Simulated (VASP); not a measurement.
Input of a VASP 6.6.1 run:

Contents of INCAR:

```
SYSTEM = CdTe
PREC = Accurate
ENCUT = 520
EDIFF = 1E-8
ISMEAR = -1
SIGMA = 0.05
LREAL = .False.
LASPH = .True.
NELM = 100
ALGO = Normal
ISIF = 2
LWAVE = .False.
LCHARG = .False.
GGA = PE
LEFG = .True.
ISYM = 0
NBANDS = 16
```

Contents of KPOINTS:

```
regular mesh
0
Gamma
  10 10 10
  0 0 0
```

File POSCAR:

```
CdTe
1.0
    0.0000000000      2.9119357500      2.9119357500
    2.9119357500      0.0000000000      2.9119357500
    2.9119357500      2.9119357500      0.0000000000
Cd Te
1 1
Direct
    0.0000000000      0.0000000000      0.0000000000
    0.2500000000      0.2500000000      0.2500000000
```

Potentials or basis: VASP PAW PBE potentials, release 64 (Cd, Te).

Launch:

```console
$ cat potpaw_PBE.64/Cd/POTCAR potpaw_PBE.64/Te/POTCAR > POTCAR
$ mpirun -np 1 vasp_std > vasp.out
```

Problem. What does it give for the band gap on the k mesh?

Solution. 1.68 eV (least direct gap 1.77 eV).

Problem. Estimate the pressure.

Solution. 34.1 GPa.

Caveat: the cell stands under pressure; spin-orbit coupling is left out, which moves the levels of the heavy elements. A k mesh can miss the band edges.
